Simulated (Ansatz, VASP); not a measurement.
## Two plane-wave programs on As

```
As
1.0
     0.00000    2.97423    2.97423
     2.97423    0.00000    2.97423
     2.97423    2.97423    0.00000
As
2
Direct
  0.12500 0.12500 0.12500
  0.87500 0.87500 0.87500
```

Alike in both runs: task single point; functional PBE; k mesh 10 × 10 × 10; occupations fermi-dirac, width 0.1 eV; no spin polarisation.

|  | VASP | Ansatz |
| --- | --- | --- |
| version | VASP 6.6.1 | Ansatz 0.2.0 |
| potentials or method | VASP PAW PBE potentials, release 64 (As), cutoff 520 eV | plane waves (420 eV) with PAW, scalar-relativistic |
| valence electrons in the cell | 10 | 30 |

```csv
,VASP,Ansatz,Ansatz less VASP
pressure (GPa),4.5,4.3,-0.19
```

With one functional, cell and mesh, what is left measures potentials, basis and numerics. VASP's potentials hold 10 valence electrons a cell and Ansatz's 30, so a difference there can come from the potentials and not from the codes.
